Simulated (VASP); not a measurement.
# CdTe (F-43m) in VASP: further runs

The runs below take CdTe through single point, with r2SCAN.

All numbers are computed with VASP 6.6.1; they aren't measurements. Logs are shortened: lines on timing, memory, paths and dates and some standing lists are left out, and cuts for length are marked.

### 1 The cell of the first run

The structure is cubic, space group F-43m (No. 216). Conventional cell: a = 6.383 Å, b = 6.383 Å, c = 6.383 Å, α = 90.00°, β = 90.00°, γ = 90.00°. Within 3.6 Å of Cd (site symmetry -43m) lie 4 Te at 2.76 Å. Te (site symmetry -43m) has 4 Cd at 2.76 Å within 3.6 Å.

### 2 Single point, r2SCAN

Input file POSCAR:

```
CdTe
1.0
    3.1915936793      3.1915936793      0.0000000000
   -3.1915936793      3.1915936793      0.0000000000
    0.0000000000      3.1915936793      3.1915936793
Cd Te
1 1
Direct
    0.0000000000      0.0000000000      0.0000000000
    0.7500000000      0.2500000000      0.5000000000
```

Input file INCAR.step1:

```
PREC = Accurate ; ENCUT = 520
ISMEAR = 0 ; SIGMA = 0.01
LREAL = False ; LASPH = True
NELM = 100 ; NBANDS = 16
GGA = PE ; ALGO = Normal
EDIFF = 1E-4 ; LWAVE = True
LCHARG = False
```

Input file INCAR.step2:

```
PREC = Accurate ; ENCUT = 520
EDIFF = 1E-7 ; ISMEAR = 0
SIGMA = 0.01 ; LREAL = False
LASPH = True ; NELM = 100
ALGO = Normal ; ISIF = 2
LWAVE = False ; LCHARG = False
METAGGA = R2SCAN ; LMIXTAU = True
NBANDS = 16 ; ISTART = 1
```

Input file KPOINTS:

```
regular mesh
0
Gamma
  6 6 6
```

Potentials or basis: VASP PAW PBE potentials, release 64 (Cd, Te).

On the command line:

```
$ cat potpaw_PBE.64/Cd/POTCAR potpaw_PBE.64/Te/POTCAR > POTCAR
$ cp INCAR.step1 INCAR
$ mpirun -np 1 vasp_std > vasp.out
$ cp INCAR.step2 INCAR
$ mpirun -np 1 vasp_std > vasp.out
```

OUTCAR:

```text
PREC = Accurate
   ENCUT = 520
   EDIFF = 1E-7
   ISMEAR = 0
   LREAL = False
   LASPH = True
   NELM = 100
   ISIF = 2
   METAGGA = R2SCAN
   ISTART = 1

 ion  position               nearest neighbor table
   1  0.000  0.000  0.000-   2 2.76   2 2.76   2 2.76   2 2.76
   2  0.750  0.250  0.500-   1 2.76   1 2.76   1 2.76   1 2.76

  LATTYP: Found a face centered cubic cell.
 ALAT       =     6.3831873586

  Lattice vectors:

 A1 = (   0.0000000000,   3.1915936793,   3.1915936793)
 A2 = (   3.1915936793,   0.0000000000,   3.1915936793)
 A3 = (   3.1915936793,   3.1915936793,   0.0000000000)

Analysis of symmetry for initial positions (statically):
=====================================================================
 Subroutine PRICEL returns:
 Original cell was already a primitive cell.

 Routine SETGRP: Setting up the symmetry group for a
 face centered cubic supercell.

 Subroutine GETGRP returns: Found 24 space group operations
 (whereof 24 operations were pure point group operations)
 out of a pool of 48 trial point group operations.

The static configuration has the point symmetry T_d .

Analysis of symmetry for dynamics (positions and initial velocities):
=====================================================================
 Subroutine PRICEL returns:
 Original cell was already a primitive cell.

 Routine SETGRP: Setting up the symmetry group for a
 face centered cubic supercell.

 Subroutine GETGRP returns: Found 24 space group operations
 (whereof 24 operations were pure point group operations)
 out of a pool of 48 trial point group operations.

The dynamic configuration has the point symmetry T_d .

 Subroutine INISYM returns: Found 24 space group operations
 (whereof 24 operations are pure point group operations),
 and found     1 'primitive' translations

----------------------------------------------------------------------------------------

                                     Primitive cell

  volume of cell :      65.0209

  direct lattice vectors                    reciprocal lattice vectors
     3.191593679  3.191593679  0.000000000     0.156661546  0.156661546 -0.156661546
    -3.191593679  3.191593679  0.000000000    -0.156661546  0.156661546 -0.156661546
     0.000000000  3.191593679  3.191593679     0.000000000  0.000000000  0.313323092

  length of vectors
     4.513595067  4.513595067  4.513595067     0.271345757  0.271345757  0.313323092

  position of ions in fractional coordinates (direct lattice)
     0.000000000  0.000000000  0.000000000
     0.750000000  0.250000000  0.500000000

  ion indices of the primitive-cell ions
   primitive index   ion index
                 1           1
                 2           2

----------------------------------------------------------------------------------------

 KPOINTS: regular mesh

Automatic generation of k-mesh.
 Grid dimensions read from file:
 generate k-points for:    6    6    6

 Generating k-lattice:

  Cartesian coordinates                     Fractional coordinates (reciprocal lattice)
     0.026110258  0.026110258 -0.026110258     0.166666667  0.000000000  0.000000000
    -0.026110258  0.026110258 -0.026110258     0.000000000  0.166666667  0.000000000
     0.000000000  0.000000000  0.052220515     0.000000000  0.000000000  0.166666667

  Length of vectors
     0.045224293  0.045224293  0.052220515

  Shift w.r.t. Gamma in fractional coordinates (k-lattice)
     0.000000000  0.000000000  0.000000000

 Subroutine IBZKPT returns following result:
 ===========================================

 Found     16 irreducible k-points:

 Following reciprocal coordinates:
            Coordinates               Weight
  0.000000  0.000000  0.000000      1.000000
  0.166667  0.000000  0.000000      8.000000
  0.333333  0.000000  0.000000      8.000000
  0.500000  0.000000  0.000000      4.000000
  0.166667  0.166667  0.000000     12.000000
  0.333333  0.166667  0.000000     24.000000
[... 8 lines left out ...]
  0.500000  0.333333  0.166667     24.000000
  0.500000  0.500000  0.166667     12.000000
   k-points           NKPTS =     16   k-points in BZ     NKDIM =     16   number of bands    NBANDS=     16
   number of dos      NEDOS =    301   number of ions     NIONS =      2
   total plane-waves  NPLWV =  46656
   dimension x,y,z NGX =    36 NGY =   36 NGZ =   36
   dimension x,y,z NGXF=    72 NGYF=   72 NGZF=   72
   ions per type =               1   1
   NGX,Y,Z   is equivalent  to a cutoff of  13.26, 13.26, 13.26 a.u.
   NGXF,Y,Z  is equivalent  to a cutoff of  26.52, 26.52, 26.52 a.u.
 SYSTEM =  unknown system
   PREC   = accura    normal or accurate (medium, high low for compatibility)
   ISTART =      1    job   : 0-new  1-cont  2-samecut
   ICHARG =      0    charge: 1-file 2-atom 10-const
   ISPIN  =      1    spin polarized calculation?
   LNONCOLLINEAR =      F non collinear calculations
   LSORBIT =      F    spin-orbit coupling
   LASPH  =      T    aspherical Exc in radial PAW
   ENCUT  =  520.0 eV  38.22 Ry    6.18 a.u.   8.39  8.39  8.39*2*pi/ulx,y,z
   NELM   =    100;   NELMIN=  2; NELMDL=  0     # of ELM steps
   EDIFF  = 0.1E-06   stopping-criterion for ELM
   LREAL  =      F    real-space projection
   EDIFFG = 0.1E-05   stopping-criterion for IOM
   NSW    =      0    number of steps for IOM
   IBRION =     -1    ionic relax: 0-MD 1-quasi-New 2-CG
   NFREE  =      0    steps in history (QN), initial steepest desc. (CG)
   ISIF   =      2    stress and relaxation
   ISYM   =      2    0-nonsym 1-usesym 2-fastsym
   POTIM  = 0.5000    time-step for ionic-motion
   TEBEG  =    0.0;   TEEND  =   0.0 temperature during run
   PSTRESS=    0.0 pullay stress
   NELECT =      18.0000    total number of electrons
   NUPDOWN=      -1.0000    fix difference up-down
   EMIN   =  10.00;   EMAX   =-10.00  energy-range for DOS
   EFERMI =   0.00;   METHOD = LEGACY
   ISMEAR =     0;   SIGMA  =   0.01  broadening in eV -4-tet -1-fermi 0-gaus
   EFERMI_NEDOS =   21; number of points for ismear=-14 and -15
   IALGO  =     38    algorithm
   IMIX   =      4    mixing-type and parameters
     AMIX     =   0.40;   BMIX     =  1.00
     AMIX_MAG =   1.60;   BMIX_MAG =  1.00
  volume/ion in A,a.u.               =      32.51       219.39
  Fermi-wavevector in a.u.,A,eV,Ry     =   1.066960  2.016262 15.488917  1.138403
  Thomas-Fermi vector in A             =   2.202561
   LORBIT       =      0    0 simple, 1 ext, 2 COOP (PROOUT), +10 PAW based schemes
   METAGGA = R2SCAN    functional components
   LHFCALC =     F    Hartree Fock is set to
   AEXX    =    0.0000 exact exchange contribution
   IVDW    =     0    specifies the selected vdW correction
   LEPSILON=     F    determine dielectric tensor
   LRPA    =     F    only Hartree local field effects (RPA)
 non-spin polarized calculation
 Gauss-broadening in eV      SIGMA  =   0.01
  energy-cutoff  :      520.00
  volume of cell :       65.02
 maximum number of plane-waves:      1807
 NGX is ok and might be reduce to    36
   NGX = 17   NGY = 17   NGZ = 17

 number of electron      17.9999999 magnetization

 Free energy of the ion-electron system (eV)
  ---------------------------------------------------
  ext. energy  EPLUGINS =         0.00000000
  ---------------------------------------------------
  free energy    TOTEN  =       -46.57415917 eV

  energy without entropy =      -46.57415917  energy(sigma->0) =      -46.57415917

 E-fermi :   2.5999     XC(G=0):  -9.3182

 val. band max:        2.5364869515   @ k =   0.0000   0.0000   0.0000
 cond. band min:       3.9600794160   @ k =   0.0000   0.0000   0.0000
 fundamental gap:      1.4235924645
 Fermi energy:         2.5999122553

 k-point     1 :       0.0000    0.0000    0.0000
  band No.  band energies     occupation
      1      -9.2773      2.00000
      2      -6.1974      2.00000
      3      -6.1974      2.00000
      4      -6.1974      2.00000
      5      -5.8739      2.00000
      6      -5.8739      2.00000
[... 8 lines left out ...]
     15      12.4428      0.00000
     16      12.4428      0.00000

 k-point     2 :       0.1667    0.0000    0.0000
  band No.  band energies     occupation
      1      -9.1627      2.00000
      2      -6.1747      2.00000
      3      -6.1747      2.00000
      4      -6.1022      2.00000
      5      -5.8753      2.00000
      6      -5.8753      2.00000
[... 8 lines left out ...]
     15      11.4817      0.00000
     16      11.5381      0.00000

 k-point     3 :       0.3333    0.0000    0.0000
  band No.  band energies     occupation
      1      -8.9336      2.00000
      2      -6.1352      2.00000
      3      -6.1352      2.00000
      4      -5.8707      2.00000
      5      -5.8707      2.00000
      6      -5.7715      2.00000
[... 8 lines left out ...]
     15      11.9693      0.00000
     16      11.9693      0.00000

 k-point     4 :       0.5000    0.0000    0.0000
  band No.  band energies     occupation
      1      -8.8221      2.00000
      2      -6.1195      2.00000
      3      -6.1195      2.00000
      4      -5.8635      2.00000
      5      -5.8635      2.00000
      6      -5.4596      2.00000
[... 8 lines left out ...]
     15      13.5465      0.00000
     16      13.5465      0.00000
[... 172 lines left out ...]
 k-point    14 :       0.3333    0.3333    0.1667
  band No.  band energies     occupation
      1      -8.7897      2.00000
      2      -6.0799      2.00000
      3      -6.0715      2.00000
      4      -5.9259      2.00000
      5      -5.8590      2.00000
      6      -5.5114      2.00000
[... 8 lines left out ...]
     15      13.6203      0.00000
     16      14.7543      0.00000

 k-point    15 :       0.5000    0.3333    0.1667
  band No.  band energies     occupation
      1      -8.7201      2.00000
      2      -6.0692      2.00000
      3      -6.0539      2.00000
      4      -5.9039      2.00000
      5      -5.8710      2.00000
      6      -5.2759      2.00000
[... 8 lines left out ...]
     15      13.8036      0.00000
     16      14.5319      0.00000

 k-point    16 :       0.5000    0.5000    0.1667
  band No.  band energies     occupation
      1      -8.6861      2.00000
      2      -6.0377      2.00000
      3      -6.0331      2.00000
      4      -5.9334      2.00000
      5      -5.8591      2.00000
      6      -5.2150      2.00000
[... 8 lines left out ...]
     15      14.3681      0.00000
     16      14.7628      0.00000

------------------------ aborting loop because EDIFF is reached ----------------------------------------

  FORCE on cell =-STRESS in cart. coord.  units (eV):
  Direction    XX          YY          ZZ          XY          YZ          ZX
  --------------------------------------------------------------------------------------
  -------------------------------------------------------------------------------------
  Total        1.6617638      1.6617638      1.6617638     -0.0000000     -0.0000000      0.0000000
  in kB       40.9474718     40.9474718     40.9474718     -0.0000000     -0.0000000      0.0000000
  external PRESSURE =      40.9474718 kB  Pullay stress =       0.0000000 kB

 VOLUME and BASIS-vectors are now :
 -----------------------------------------------------------------------------
  energy-cutoff  :      520.00
  volume of cell :       65.02
      direct lattice vectors                 reciprocal lattice vectors
     3.191593679  3.191593679  0.000000000     0.156661546  0.156661546 -0.156661546
    -3.191593679  3.191593679  0.000000000    -0.156661546  0.156661546 -0.156661546
     0.000000000  3.191593679  3.191593679     0.000000000  0.000000000  0.313323092

 POSITION                                       TOTAL-FORCE (eV/Angst)
 -----------------------------------------------------------------------------------
      0.00000      0.00000      0.00000         0.000000     -0.000000      0.000000
      1.59580      4.78739      1.59580        -0.000000      0.000000      0.000000
 -----------------------------------------------------------------------------------
    total drift:                                0.000003      0.000000      0.000000

  FREE ENERGIE OF THE ION-ELECTRON SYSTEM (eV)
  ---------------------------------------------------
  free  energy   TOTEN  =       -46.5741591719 eV

  energy  without entropy=      -46.5741591719  energy(sigma->0) =      -46.57415917
```

Wall time 72 s (1 thread of Intel Xeon 6975P-C, shared host); peak memory 0.21 GiB.

What came out:

```yaml
Free_energy: -46.5742 eV
Pressure: 4.1 GPa
Band_gap_on_the_k_mesh: 1.42 eV, direct
```

Caveat: the PAW data sets were made with another functional, which shifts forces and pressure a little; spin-orbit coupling is left out, which moves the levels of the heavy elements. r2SCAN opens gaps a little over a GGA but as a rule still falls short of measured ones.

### 3 Single point, r2SCAN

POSCAR is that of step 2.

Input file INCAR.step1:

```
SYSTEM = CdTe
  ALGO = Normal
  EDIFF = 1E-4
  ENCUT = 520
  GGA = PE
  ISMEAR = 0
  LASPH = .TRUE.
  LCHARG = .FALSE.
  LREAL = .FALSE.
  LWAVE = .TRUE.
  NBANDS = 16
  NELM = 100
  PREC = Accurate
  SIGMA = 0.01
```

Input file INCAR.step2:

```
SYSTEM = CdTe
  ALGO = Normal
  EDIFF = 1E-6
  ENCUT = 520
  ISIF = 2
  ISMEAR = 0
  ISTART = 1
  LASPH = .TRUE.
  LCHARG = .TRUE.
  LELF = .TRUE.
  LMIXTAU = .TRUE.
  LREAL = .FALSE.
  LVHAR = .TRUE.
  LWAVE = .FALSE.
  METAGGA = R2SCAN
  NBANDS = 16
  NELM = 100
  PREC = Accurate
  SIGMA = 0.01
```

Input file KPOINTS:

```
k-points
0
G
  6 6 6
  0 0 0
```

Potentials or basis: VASP PAW PBE potentials, release 64 (Cd, Te).

On the command line:

```
$ cat potpaw_PBE.64/Cd/POTCAR potpaw_PBE.64/Te/POTCAR > POTCAR
$ cp INCAR.step1 INCAR
$ mpirun -np 1 vasp_std > vasp.out
$ cp INCAR.step2 INCAR
$ mpirun -np 1 vasp_std > vasp.out
```

Run time: 69 s. Hardware: 1 thread of Intel Xeon 6975P-C, shared host; peak memory 0.22 GiB.

The run converged. Its results:

- Free energy: -46.5742 eV
- Pressure: 4.1 GPa
- Band gap on the k mesh: 1.42 eV, direct

Levels at points of the mesh, in eV from the valence-band top:
```
           k point  band 5  band 6  band 7  band 8  band 9  band 10  band 11  band 12  band 13  band 14
(0.00, 0.00, 0.00)   -8.41   -8.41    0.00    0.00    0.00     1.42     4.99     4.99     4.99     8.02
(0.50, 0.00, 0.00)   -8.40   -8.00   -4.78   -0.86   -0.86     2.28     5.56     5.56     7.45     9.44
(0.50, 0.50, 0.00)   -8.37   -7.83   -4.59   -2.08   -2.08     2.77     2.97     9.75    10.06    10.06
```

Caveat: the PAW data sets were made with another functional, which shifts forces and pressure a little; spin-orbit coupling is left out, which moves the levels of the heavy elements. r2SCAN opens gaps a little over a GGA but as a rule still falls short of measured ones.
